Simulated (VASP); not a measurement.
CdS, 4 atoms in the cell. Symmetry: P6_3mc, No. 186, hexagonal system. Conventional cell: a = 4.074 Å, b = 4.074 Å, c = 6.639 Å, α = 90.00°, β = 90.00°, γ = 120.00°. Cd (site symmetry 3m) has 4 S at 2.49 to 2.50 Å within 3.3 Å. S (site symmetry 3m) has 4 Cd at 2.49 to 2.50 Å within 3.3 Å. 

```yaml
Program: VASP 6.6.1
Task: single point
Functional: LDA
Potentials_or_basis: VASP PAW LDA potentials, release 64 (Cd, S)
Cutoff: 520 eV
k_mesh: 9 × 9 × 4
Occupations: gaussian, width 0.02 eV
Spin: no spin polarisation
Dipole_correction: no
Further_INCAR_settings: ALGO = Normal; EDIFF = 1e-06; NBANDS = 26
```

Potentials or basis: VASP PAW LDA potentials, release 64 (Cd, S).

The run is started by

```bash
$ cat potpaw_LDA.64/Cd/POTCAR potpaw_LDA.64/S/POTCAR > POTCAR
$ mpirun -np 1 vasp_std > vasp.out
```

Hardware: 1 thread of Intel(R) Xeon(R) Platinum 8259CL CPU @ 2.50GHz (Skylake/Cascade Lake), on a shared host.

Question: How long does it take, and how much memory?

Answer: Run time: 81 s on 1 thread of Intel(R) Xeon(R) Platinum 8259CL CPU @ 2.50GHz (Skylake/Cascade Lake), on a shared host, peak memory 0.22 GiB. Counts: scf iterations 18, k points 36.
